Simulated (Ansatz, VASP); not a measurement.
# One calculation of Hf2ZrC3, two programs

```
Zr Hf C
1.0
     3.30636    0.00000    0.00000
    -1.65318    2.86339    0.00000
     0.00000    0.00000   16.13218
Zr Hf C
2 4 6
Direct
  0.66667 0.33333 0.08433
  0.33333 0.66667 0.91567
  0.00000 0.00000 0.25131
  0.66667 0.33333 0.58293
  0.33333 0.66667 0.41707
  0.00000 0.00000 0.74869
  0.66667 0.33333 0.33425
  0.33333 0.66667 0.16893
  0.00000 0.00000 0.50000
  0.00000 0.00000 0.00000
  0.66667 0.33333 0.83107
  0.33333 0.66667 0.66575
```

Alike in both runs: functional PBE; k mesh 6 × 6 × 1; occupations gaussian, width 0.2 eV; no spin polarisation.

Ansatz relaxed the structure, and its values are those at the end. VASP's run is a single point on that final structure, the one shown.

|  | VASP | Ansatz |
| --- | --- | --- |
| version | VASP 6.6.1 | Ansatz 0.2.0 |
| potentials or method | VASP PAW PBE potentials, release 64 (Zr_sv, Hf_pv, C), cutoff 520 eV | scalar-relativistic, plane waves, PAW |
| valence electrons in the cell | 88 | 152 |

VASP gave:

* gap on the k mesh at the Fermi level (eV): none
* pressure (GPa): -0.3
* rms of the force components (eV/Å): 0.018

Problem. Which values does Ansatz return?

Solution. gap on the k mesh at the Fermi level (eV): none; pressure (GPa): 0.0; rms of the force components (eV/Å): 0.011.

A gap of «none» marks a metal or a gap that the smearing closes. VASP's potentials hold 88 valence electrons a cell and Ansatz's 152, so a difference there can come from the potentials and not from the codes.

The k mesh is coarse, so the values compare programs but aren't converged. Spin-orbit coupling is off throughout.
